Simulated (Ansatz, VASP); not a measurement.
Given: the input of a run of VASP 6.6.1 on C.

Contents of INCAR:

```
ALGO = Normal ; EDIFF = 1E-6
ENCUT = 600 ; GGA = LIBXC
GGA_COMPAT = False ; ISIF = 2
ISMEAR = -1 ; LASPH = True
LCHARG = False ; LIBXC1 = GGA_X_B88
LIBXC2 = GGA_C_PBE ; LREAL = False
LWAVE = False ; NBANDS = 11
NELM = 120 ; PREC = Accurate
SIGMA = 0.05
```

KPOINTS

```
k-points
0
Gamma
  13 13 13
```

POSCAR

```
C
1.0
    0.0000000000      1.7951807415      1.7951807415
    1.7951807415      0.0000000000      1.7951807415
    1.7951807415      1.7951807415      0.0000000000
C
2
Direct
    0.7500000000      0.7500000000      0.7500000000
    0.5000000000      0.5000000000      0.5000000000
```

Potentials or basis: VASP PAW PBE potentials, release 64 (C).

The run is started by

```sh
$ cat potpaw_PBE.64/C/POTCAR > POTCAR
$ mpirun -np 1 vasp_std > vasp.out
```

Task: Translate it to Ansatz 0.2.0. Potentials there: Ansatz PAW.

Result: As run (the cutoff follows the program's own potentials):

Contents of input.yaml:

```yaml
crystal:
  lattice:
    - [0.0, 1.7951807415, 1.7951807415]
    - [1.7951807415, 0.0, 1.7951807415]
    - [1.7951807415, 1.7951807415, 0.0]
  atoms:
    - { symbol: C, position: [0.75, 0.75, 0.75] }
    - { symbol: C, position: [0.5, 0.5, 0.5] }
hamiltonian:
  xc: { exchange: b88, correlation: pbe }
  pseudopotentials: { kind: paw }
kpoints:
  mp_grid: { grid: [13, 13, 13] }
scf:
  occupations: { method: fermi_dirac, width: 0.05 }
output:
  forces: true
  stress: true
  eigenvalues: true
```

Potentials or basis: Ansatz PAW.

Launch:

```bash
$ ansatz run input.yaml --threads 2 --pin off --max-ram 5120MiB --backend cpu --events-out ev --progress --plain --runs-dir out
```

Both were run:

|  | VASP | Ansatz | Ansatz less VASP |
| --- | --- | --- | --- |
| gap on the k mesh at the Fermi level (eV) | 4.10 | 4.11 | +0.005 |
| least direct gap on the mesh (eV) | 5.55 | 5.55 | 0.000 |
| pressure (GPa) | -6.3 | -6.2 | +0.04 |

VASP's potentials were made for PBE, not for b88 exchange, pbe correlation.

Noted on Ansatz's run: Pulay correction over one GPa; odd divisions of the mesh miss points on the zone boundary, where band edges often lie, so the gap on the mesh can be too wide.
